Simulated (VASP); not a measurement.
Here is a VASP 6.6.1 calculation.

The input INCAR:

```
ALGO = Normal
EDIFF = 1E-6
ENCUT = 500
GGA = PE
GGA_COMPAT = False
ISIF = 2
ISMEAR = 0
LASPH = True
LCHARG = False
LREAL = False
LWAVE = False
NBANDS = 14
NELM = 120
PREC = Accurate
SIGMA = 0.15
```

File KPOINTS:

```
k-points
0
Gamma
  4 4 4
```

The input POSCAR:

```
GaH
1.0
    2.9177459536      0.0000000000      0.0000000000
    0.0000000000      2.9177459536      0.0000000000
    0.0000000000      0.0000000000      2.9177459536
Ga H
1 1
Direct
    0.5000000000      0.5000000000      0.5000000000
    0.0000000000      0.0000000000      0.0000000000
```

Potentials or basis: VASP PAW PBE potentials, release 64 (Ga_d, H).

Command:

```console
$ cat potpaw_PBE.64/Ga_d/POTCAR potpaw_PBE.64/H/POTCAR > POTCAR
$ mpirun -np 1 vasp_std > vasp.out
```

(1) Estimate the pressure.

(2) Estimate the band gap on the k mesh.

Answers

(1) 0.5 GPa.

(2) zero (bands 7 and 8 overlap by 4.25 eV).

Caveat: the k points lie up to 0.54 Å⁻¹ apart, too coarse for converged energies and pressures of a metal.
